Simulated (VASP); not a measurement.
The system is Hf3F.

```
Hf F
1.0
     3.01827    0.00000    0.00000
     0.00000    4.21978    0.00000
     0.00000    0.00000    5.91486
Hf F
3 1
Direct
  0.00000 0.00000 0.50000
  0.50000 0.50000 0.75392
  0.50000 0.50000 0.24608
  0.00000 0.00000 0.00000
```

* Program: VASP 6.6.1
* Task: relaxation of cell and atoms
* Functional: PBE
* Potentials or basis: VASP PAW PBE potentials, release 64 (Hf_pv, F)
* Cutoff: 600 eV
* k mesh: 6 × 4 × 4
* Occupations: gaussian, width 0.1 eV
* Spin: no spin polarisation

At the start: pressure 5.6 GPa; volume 18.83 Å³/atom.

Problem. How do energy, volume and symmetry change on relaxing?

Solution. Over 21 steps the energy falls by 409.8 meV/atom and the volume is 18.86 Å³/atom (+0.1 %); space group Pmmm (No. 47, to 0.05 Å).

The path:
```tsv
step	energy change (eV)	largest force (eV/Å)	pressure (GPa)	volume (Å³)
1	0.0000	0.3848	5.57	75.33
2	-0.2281	0.3308	-3.08	82.61
3	-0.2283	0.3321	-3.27	82.80
4	-0.4489	0.2976	-2.18	81.67
5	-0.6516	1.1578	1.87	78.92
6	-0.8144	1.2251	1.59	79.42
7	-1.0183	0.9110	1.00	79.68
8	-1.0587	1.0550	0.58	79.80
9	-1.0701	1.0218	0.62	79.80
10	-1.2223	0.8984	-0.89	80.39
11	-1.4451	0.3571	-5.45	81.83
12	-1.5368	0.3972	-3.54	79.39
13	-1.5772	0.3480	-1.04	76.78
14	-1.6051	0.3184	-0.32	76.15
15	-1.6243	0.2869	1.13	75.06
16	-1.6318	0.1752	0.00	75.70
17	-1.6330	0.1130	-0.65	76.08
18	-1.6364	0.0826	-0.40	75.84
19	-1.6388	0.0444	0.01	75.45
20	-1.6388	0.0412	0.05	75.41
21	-1.6392	0.0170	-0.05	75.43
```

Final structure:
```
Hf F
1.0
     3.07615    0.00000    0.00000
     0.00000    3.14299    0.00000
     0.00000    0.00000    7.80155
Hf F
3 1
Direct
  0.00000 0.00000 0.50000
  0.50000 0.50000 0.77631
  0.50000 0.50000 0.22369
  0.00000 0.00000 0.00000
```

Caveat: the k points lie up to 0.50 Å⁻¹ apart in the final cell; an odd number of electrons without spin polarisation forces a metal; a magnetic or distorted state may lie lower.
